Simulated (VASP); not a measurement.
# HfC5 (Immm) in VASP: a series of runs, part 3 of 3

VASP 6.6.1. The steps go on from the part before.

## (5) Relaxation of cell and atoms, PBE

This run uses another cell than the first one, of 16.32 Å³/atom.

INCAR reads:

```
SYSTEM = HfC5
ALGO     = Normal         ! electronic algorithm
EDIFF    = 1E-6           ! SCF threshold, eV
EDIFFG   = -0.04          ! ionic threshold
ENCUT    = 600            ! plane-wave cutoff, eV
GGA      = PE             ! functional
IBRION   = 2              ! ionic algorithm
ISIF     = 3              ! what is computed and relaxed
ISMEAR   = 0              ! smearing method
LASPH    = .TRUE.         ! aspherical terms in the spheres
LCHARG   = .FALSE.        ! write CHGCAR
LREAL    = .FALSE.        ! projectors in reciprocal space
LWAVE    = .FALSE.        ! write WAVECAR
NELM     = 80             ! most SCF steps
NSW      = 90             ! ionic steps
PREC     = Accurate       ! precision mode
SIGMA    = 0.1            ! smearing width, eV
```

KPOINTS reads:

```
k-points
0
G
  4 4 4
  0 0 0
```

POSCAR reads:

```
HfC5
1.0
   -2.4409119900      2.9525020700      3.3976410700
    2.4409119900     -2.9525020700      3.3976410700
    2.4409119900      2.9525020700     -3.3976410700
Hf C
1 5
Direct
    0.5000000000      0.5000000000      0.0000000000
    0.5000000000      0.8417025500      0.3417025500
    0.5000000000      0.1582974500      0.6582974500
    0.7273677000      0.2273677000      0.5000000000
    0.2726323000      0.7726323000      0.5000000000
    0.0000000000      0.5000000000      0.5000000000
```

Potentials or basis: VASP PAW PBE potentials, release 64 (Hf_pv, C).

Run with:

```
> cat potpaw_PBE.64/Hf_pv/POTCAR potpaw_PBE.64/C/POTCAR > POTCAR
> mpirun -np 1 vasp_std > vasp.out
```

OUTCAR:

```text
SYSTEM = HfC5
   EDIFF = 1E-6
   EDIFFG = -0.04
   ENCUT = 600
   GGA = PE
   IBRION = 2
   ISIF = 3
   ISMEAR = 0
   LASPH = .TRUE.
   LREAL = .FALSE.
   NELM = 80
   NSW = 90
   PREC = Accurate

 ion  position               nearest neighbor table
   1  0.500  0.500  0.000-   2 1.67   3 1.67   4 2.89   5 2.89   4 2.89   5 2.89   6 2.95   6 2.95

   2  0.500  0.842  0.342-   3 1.55   1 1.67   4 1.73   5 1.73
   3  0.500  0.158  0.658-   2 1.55   1 1.67   5 1.73   4 1.73
   4  0.727  0.227  0.500-   2 1.73   3 1.73   6 1.85   1 2.89   1 2.89
   5  0.273  0.773  0.500-   3 1.73   2 1.73   6 1.85   1 2.89   1 2.89
   6  0.000  0.500  0.500-   4 1.85   5 1.85   1 2.95   1 2.95

  LATTYP: Found a body centered orthorhombic cell.
 ALAT       =     4.8818239800
 B/A-ratio  =     1.2095897280
 C/A-ratio  =     1.3919555821

  Lattice vectors:

 A1 = (  -2.4409119900,   2.9525020700,   3.3976410700)
 A2 = (   2.4409119900,  -2.9525020700,   3.3976410700)
 A3 = (   2.4409119900,   2.9525020700,  -3.3976410700)

Analysis of symmetry for initial positions (statically):
=====================================================================
 Subroutine PRICEL returns:
 Original cell was already a primitive cell.

 Routine SETGRP: Setting up the symmetry group for a
 body centered orthorhombic supercell.

 Subroutine GETGRP returns: Found  8 space group operations
 (whereof  8 operations were pure point group operations)
 out of a pool of  8 trial point group operations.

The static configuration has the point symmetry D_2h.

Analysis of symmetry for dynamics (positions and initial velocities):
=====================================================================
 Subroutine PRICEL returns:
 Original cell was already a primitive cell.

 Routine SETGRP: Setting up the symmetry group for a
 body centered orthorhombic supercell.

 Subroutine GETGRP returns: Found  8 space group operations
 (whereof  8 operations were pure point group operations)
 out of a pool of  8 trial point group operations.

The dynamic configuration has the point symmetry D_2h.

 Subroutine INISYM returns: Found  8 space group operations
 (whereof  8 operations are pure point group operations),
 and found     1 'primitive' translations

----------------------------------------------------------------------------------------

                                     Primitive cell

  volume of cell :      97.9444

  direct lattice vectors                    reciprocal lattice vectors
    -2.440911990  2.952502070  3.397641070     0.000000000  0.169347891  0.147160924
     2.440911990 -2.952502070  3.397641070     0.204841470  0.000000000  0.147160924
     2.440911990  2.952502070 -3.397641070     0.204841470  0.169347891  0.000000000

  length of vectors
     5.120476995  5.120476995  5.120476995     0.224354732  0.252222849  0.265779488

  position of ions in fractional coordinates (direct lattice)
     0.500000000  0.500000000  0.000000000
     0.500000000  0.841702550  0.341702550
     0.500000000  0.158297450  0.658297450
     0.727367700  0.227367700  0.500000000
     0.272632300  0.772632300  0.500000000
     0.000000000  0.500000000  0.500000000

  ion indices of the primitive-cell ions
   primitive index   ion index
                 1           1
                 2           2
                 3           3
                 4           4
                 5           5
                 6           6

[... 57 lines left out ...]
   ICHARG =      2    charge: 1-file 2-atom 10-const
   ISPIN  =      1    spin polarized calculation?
   LNONCOLLINEAR =      F non collinear calculations
   LSORBIT =      F    spin-orbit coupling
   LASPH  =      T    aspherical Exc in radial PAW
   ENCUT  =  600.0 eV  44.10 Ry    6.64 a.u.  10.23 10.23 10.23*2*pi/ulx,y,z
   NELM   =     80;   NELMIN=  2; NELMDL= -5     # of ELM steps
   EDIFF  = 0.1E-05   stopping-criterion for ELM
   LREAL  =      F    real-space projection
   EDIFFG = -.4E-01   stopping-criterion for IOM
   NSW    =     90    number of steps for IOM
   IBRION =      2    ionic relax: 0-MD 1-quasi-New 2-CG
   NFREE  =      1    steps in history (QN), initial steepest desc. (CG)
   ISIF   =      3    stress and relaxation
   ISYM   =      2    0-nonsym 1-usesym 2-fastsym
   POTIM  = 0.5000    time-step for ionic-motion
   TEBEG  =    0.0;   TEEND  =   0.0 temperature during run
   PSTRESS=    0.0 pullay stress
   NELECT =      30.0000    total number of electrons
   NUPDOWN=      -1.0000    fix difference up-down
   EMIN   =  10.00;   EMAX   =-10.00  energy-range for DOS
   EFERMI =   0.00;   METHOD = LEGACY
   ISMEAR =     0;   SIGMA  =   0.10  broadening in eV -4-tet -1-fermi 0-gaus
   EFERMI_NEDOS =   21; number of points for ismear=-14 and -15
   IALGO  =     38    algorithm
   IMIX   =      4    mixing-type and parameters
     AMIX     =   0.40;   BMIX     =  1.00
     AMIX_MAG =   1.60;   BMIX_MAG =  1.00
  volume/ion in A,a.u.               =      16.32       110.16
  Fermi-wavevector in a.u.,A,eV,Ry     =   1.103541  2.085391 16.569225  1.217804
  Thomas-Fermi vector in A             =   2.240001
   LORBIT       =      0    0 simple, 1 ext, 2 COOP (PROOUT), +10 PAW based schemes
   GGA     = PE    functional components
   LHFCALC =     F    Hartree Fock is set to
   AEXX    =    0.0000 exact exchange contribution
   IVDW    =     0    specifies the selected vdW correction
   LEPSILON=     F    determine dielectric tensor
   LRPA    =     F    only Hartree local field effects (RPA)
 conjugate gradient relaxation of ions
 non-spin polarized calculation
 Gauss-broadening in eV      SIGMA  =   0.10
  energy-cutoff  :      600.00
  volume of cell :       97.94
 maximum number of plane-waves:      3288
 NGX is ok and might be reduce to    42
   NGX = 21   NGY = 21   NGZ = 21

--------------------------------------- Ionic step        1  -------------------------------------------

 number of electron      30.0000001 magnetization

 Free energy of the ion-electron system (eV)
  ---------------------------------------------------
  ext. energy  EPLUGINS =         0.00000000
  ---------------------------------------------------
  free energy    TOTEN  =       -33.75024879 eV

  energy without entropy =      -33.73812949  energy(sigma->0) =      -33.74418914

------------------------ aborting loop because EDIFF is reached ----------------------------------------

  FORCE on cell =-STRESS in cart. coord.  units (eV):
  Direction    XX          YY          ZZ          XY          YZ          ZX
  --------------------------------------------------------------------------------------
  -------------------------------------------------------------------------------------
  Total       43.5058336     -8.5983262    -20.7037555     -0.0000000      0.0000000      0.0000000
  in kB      711.6693406   -140.6516003   -338.6724672     -0.0000000      0.0000000      0.0000000
  external PRESSURE =      77.4484244 kB  Pullay stress =       0.0000000 kB
[... 101 lines left out ...]
  FREE ENERGIE OF THE ION-ELECTRON SYSTEM (eV)
  ---------------------------------------------------
  free  energy   TOTEN  =       -36.4587104771 eV

  energy  without entropy=      -36.4405686734  energy(sigma->0) =      -36.44963958

 E-fermi :   3.0000     XC(G=0):  -9.0221

 val. band max:        2.9945996703   @ k =   0.5000  -0.2500   0.2500
 cond. band min:       3.0102057809   @ k =   0.2500   0.2500   0.2500
 fundamental gap:      0.0156061106
 Fermi energy:         2.9999683836

 k-point     1 :       0.0000    0.0000    0.0000
  band No.  band energies     occupation
      1     -29.4655      2.00000
      2     -29.2917      2.00000
      3     -29.2094      2.00000
      4     -16.5024      2.00000
      5     -10.8757      2.00000
      6     -10.8027      2.00000
[... 373 lines left out ...]
      6     -10.7869      2.00000
[... 11 lines left out ...]
     18       4.4397      0.00000
     19       5.4540      0.00000

[... ionic steps 4 to 20 ...]

--------------------------------------- Ionic step       21  -------------------------------------------

 number of electron      30.0000001 magnetization

------------------------ aborting loop because EDIFF is reached ----------------------------------------
[... 75 lines left out ...]
--------------------------------------- Ionic step       23  -------------------------------------------

 number of electron      30.0000001 magnetization

 Free energy of the ion-electron system (eV)
  ---------------------------------------------------
  ext. energy  EPLUGINS =         0.00000000
  ---------------------------------------------------
  free energy    TOTEN  =       -49.94242698 eV

  energy without entropy =      -49.92414709  energy(sigma->0) =      -49.93328703

 E-fermi :   4.3419     XC(G=0): -10.3632

 val. band max:        4.3325594930   @ k =   0.5000   0.0000  -0.0000
 cond. band min:       4.3461503674   @ k =  -0.2500   0.5000   0.2500
 fundamental gap:      0.0135908744
 Fermi energy:         4.3418599619

 k-point     1 :       0.0000    0.0000    0.0000
  band No.  band energies     occupation
      1     -27.2255      2.00000
      2     -26.9977      2.00000
      3     -26.7429      2.00000
      4     -14.1109      2.00000
      5      -9.9346      2.00000
      6      -8.8328      2.00000
[... 418 lines left out ...]
  FREE ENERGIE OF THE ION-ELECTRON SYSTEM (eV)
  ---------------------------------------------------
  free  energy   TOTEN  =       -49.9424269758 eV

  energy  without entropy=      -49.9241470869  energy(sigma->0) =      -49.93328703

 reached required accuracy - stopping structural energy minimisation
```

Run time: 7.3 min. Hardware: 1 thread of AMD EPYC 9R45 (Zen 5), shared host; peak memory 0.27 GiB.

Results:

```yaml
Free_energy: -49.9424 eV
Relaxed_volume: 11.80 Å³/atom
Relaxed_cell: a = 4.673 Å, b = 4.673 Å, c = 4.673 Å, α = 88.43°, β = 124.27°, γ = 117.67°
Space_group_after_relaxing_to_0.1_Å: Immm (No. 71)
Pressure_after_relaxing: -0.1 GPa
Largest_force_after_relaxing: 0.029 eV/Å
Band_gap_on_the_k_mesh: zero (bands 15 and 16 overlap by 0.68 eV)
```

Forces in eV/Å, atoms in the order of the input:
```
Hf   0.000  0.000  0.000
C   -0.029  0.000  0.000
C    0.029  0.000  0.000
C    0.000  0.000 -0.027
C    0.000  0.000  0.027
C    0.000  0.000  0.000
```

Final structure:
```
Hf C
1.0
    -3.34956    2.18417    2.41846
     3.34956   -2.18417    2.41846
     3.34956    2.18417   -2.41846
Hf C
1 5
Direct
  0.50000 0.50000 0.00000
  0.50000 0.83876 0.33876
  0.50000 0.16124 0.66124
  0.71369 0.21369 0.50000
  0.28631 0.78631 0.50000
  0.00000 0.50000 0.50000
```

Caveat: the k points lie up to 0.43 Å⁻¹ apart in the final cell, too coarse for converged energies and pressures of a metal; the volume moved by over 15 % at a fixed basis, so the end points are rough; spin-orbit coupling is left out, which moves the levels of the heavy elements.

## (6) Overview

```csv
task,cell,k mesh,cutoff (eV),gap on the mesh (eV),pressure (GPa),largest force (eV/Å)
single point,"a = 4.854 Å, angles 106.4, 126.0, 97.5°, 6 atoms, atomic positions A",4 × 4 × 4,520,none,-0.3,0.12
single point,"a = 5.120 Å, angles 123.1, 109.6, 96.9°, 6 atoms, atomic positions B",4 × 4 × 4,520,none,7.8,15.03
single point,"a = 4.863 Å, angles 126.2, 106.5, 97.3°, 6 atoms, atomic positions C",6 × 6 × 6,520,none,-0.3,0.13
relaxation of cell and atoms,"relaxed from a = 5.120 Å, angles 123.1, 109.6, 96.9°, 6 atoms, atomic positions B",4 × 4 × 4,600,none,-0.1,0.03
```

Alike in all rows: level PBE; potentials or basis VASP PAW PBE potentials, release 64 (Hf_pv, C); no spin polarisation; smearing gaussian 0.1 eV.

Caveats: some runs use coarse meshes; spin-orbit coupling is left out, which moves the levels of the heavy elements; forces of over 1 eV/Å act on the atoms, so gaps and moduli don't describe the material at rest (at least some runs); the volume moved by over 15 % at a fixed basis, so the end points are rough (at least some runs).

Total energies depend on the potentials used, so only differences within one code and one set of settings carry meaning.

The gap in the log of VASP goes by the Fermi energy; the results here count the filled bands.